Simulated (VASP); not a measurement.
Set up this calculation in VASP 6.6.1, as the native input.

```
Task                   : relaxation of cell and atoms
Functional             : PBE
Potentials or basis    : VASP PAW PBE potentials, release 64 (In_d, Ru_pv, S)
Cutoff                 : 600 eV
k mesh                 : 4 × 4 × 4
Occupations            : gaussian, width 0.1 eV
Spin                   : collinear spin, ferromagnetic start
Starting moments       : [0.0, 1.0, 0.0, 0.0, 0.0] μB
Dipole correction      : no
Further INCAR settings : ALGO = Normal; EDIFF = 1e-06; IBRION = 2; EDIFFG = -0.04; NSW = 90; ISIF = 3
```

The structure of InRuS3 lies in POSCAR:

```
InRuS3
1.0
    3.1862982200      1.8396101400      2.6016016000
   -3.1862982200      1.8396101400      2.6016016000
    0.0000000000     -3.6792202700      2.6016016000
In Ru S
1 1 3
Direct
    0.4730335000      0.4730335000      0.4730335000
    0.9730335000      0.9730335000      0.9730335000
    0.0000000000      0.5000000000      0.0000000000
    0.5000000000      0.0000000000      0.0000000000
    0.0000000000      0.0000000000      0.5000000000
```

These files were run (other wordings do the same):

INCAR

```
SYSTEM = InRuS3
ALGO = Normal
EDIFF = 1E-6
EDIFFG = -0.04
ENCUT = 600
GGA = PE
IBRION = 2
ISIF = 3
ISMEAR = 0
ISPIN = 2
LASPH = .True.
LCHARG = .False.
LMAXMIX = 4
LORBIT = 11
LREAL = .False.
LWAVE = .False.
MAGMOM = 0 1 0 0 0
NELM = 150
NSW = 90
PREC = Accurate
SIGMA = 0.1
```

KPOINTS

```
k-points
0
Gamma
  4 4 4
  0 0 0
```

Potentials or basis: VASP PAW PBE potentials, release 64 (In_d, Ru_pv, S).

The run is started by

```console
$ cat potpaw_PBE.64/In_d/POTCAR potpaw_PBE.64/Ru_pv/POTCAR potpaw_PBE.64/S/POTCAR > POTCAR
$ mpirun -np 1 vasp_std > vasp.out
```

Results of the run:

- Relaxed volume: 20.74 Å³/atom
- Relaxed cell: a = 4.699 Å, b = 4.699 Å, c = 4.699 Å, α = 89.37°, β = 89.37°, γ = 89.37°
- Space group after relaxing (to 0.05 Å): R3m (No. 160)
- Energy gained by relaxing: 204.1 meV/atom
- Ionic steps: 13
- Pressure after relaxing: -0.1 GPa
- Largest force after relaxing: 0.040 eV/Å
- Net moment: 0.00 μB per cell
- Valence electrons inside the program's atomic spheres: In 11.20; Ru 12.60; S 3.65

Wall time 7.3 min on 1 thread of Intel(R) Xeon(R) Platinum 8559C (Emerald Rapids), with other jobs on the host, peak memory 0.29 GiB.
